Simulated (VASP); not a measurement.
Wanted: the native input for a VASP 6.6.1 run.

- Task: single point
- Functional: r2SCAN
- Potentials or basis: VASP PAW PBE potentials, release 64 (C)
- Cutoff: 520 eV
- k mesh: 8 × 8 × 8
- Occupations: gaussian, width 0.05 eV
- Spin: no spin polarisation
- Dipole correction: no
- Further INCAR settings: ALGO = Normal; EDIFF = 1e-06; NBANDS = 26

C:

```
C
1.0
    -2.42911    2.38053    2.38053
     2.42911   -2.47769    2.47769
     2.42911    2.47769   -2.47769
C
8
Direct
  0.32546 0.00000 0.00000
  0.67454 0.67454 0.67454
  0.00000 0.32546 0.00000
  0.00000 0.00000 0.32546
  0.00000 0.67454 0.00000
  0.32546 0.32546 0.32546
  0.67454 0.00000 0.00000
  0.00000 0.00000 0.67454
```

This cell differs from its parent crystal: strain -0.0400 x Voigt [0, 0, 0, 1, 0, 0].

The input as run:

POSCAR

```
C
1.0
   -2.4291088834      2.3805267057      2.3805267057
    2.4291088834     -2.4776910611      2.4776910611
    2.4291088834      2.4776910611     -2.4776910611
C
8
Direct
    0.3254551632      0.0000000000      0.0000000000
    0.6745448368      0.6745448368      0.6745448368
    0.0000000000      0.3254551632      0.0000000000
    0.0000000000      0.0000000000      0.3254551632
    0.0000000000      0.6745448368      0.0000000000
    0.3254551632      0.3254551632      0.3254551632
    0.6745448368      0.0000000000      0.0000000000
    0.0000000000      0.0000000000      0.6745448368
```

INCAR.step1

```
SYSTEM = C
PREC     = Accurate       ! precision mode
ENCUT    = 520            ! plane-wave cutoff, eV
ISMEAR   = 0              ! smearing method
SIGMA    = 0.05           ! smearing width, eV
LREAL    = .FALSE.        ! projectors in reciprocal space
LASPH    = .TRUE.         ! aspherical terms in the spheres
NELM     = 80             ! most SCF steps
NBANDS   = 26             ! bands
GGA      = PE             ! functional
ALGO     = Normal         ! electronic algorithm
EDIFF    = 1E-4           ! SCF threshold, eV
LWAVE    = .TRUE.         ! write WAVECAR
LCHARG   = .FALSE.        ! write CHGCAR
```

INCAR.step2

```
SYSTEM = C
PREC     = Accurate       ! precision mode
ENCUT    = 520            ! plane-wave cutoff, eV
EDIFF    = 1E-6           ! SCF threshold, eV
ISMEAR   = 0              ! smearing method
SIGMA    = 0.05           ! smearing width, eV
LREAL    = .FALSE.        ! projectors in reciprocal space
LASPH    = .TRUE.         ! aspherical terms in the spheres
NELM     = 80             ! most SCF steps
ALGO     = Normal         ! electronic algorithm
ISIF     = 2              ! what is computed and relaxed
LWAVE    = .FALSE.        ! write WAVECAR
LCHARG   = .FALSE.        ! write CHGCAR
METAGGA  = R2SCAN         ! meta-GGA
LMIXTAU  = .TRUE.       
NBANDS   = 26             ! bands
ISTART   = 1
```

KPOINTS

```
Automatic mesh
0
G
  8 8 8
  0 0 0
```

Potentials or basis: VASP PAW PBE potentials, release 64 (C).

The run is started by

```console
$ cat potpaw_PBE.64/C/POTCAR > POTCAR
$ cp INCAR.step1 INCAR
$ mpirun -np 1 vasp_std > vasp.out
$ cp INCAR.step2 INCAR
$ mpirun -np 1 vasp_std > vasp.out
```

It gave:

- Pressure: 1.0 GPa
- Largest force: 0.094 eV/Å
- Band gap on the k mesh: 2.83 eV (least direct gap 3.87 eV)

Caveat: the cell differs from its parent crystal (strain -0.0400 x Voigt [0, 0, 0, 1, 0, 0]); the PAW data sets were made with another functional, which shifts forces and pressure a little.

Wall time 4.9 min on 1 thread of Intel(R) Xeon(R) Platinum 8488C (Sapphire Rapids), with other jobs on the host, peak memory 0.23 GiB.
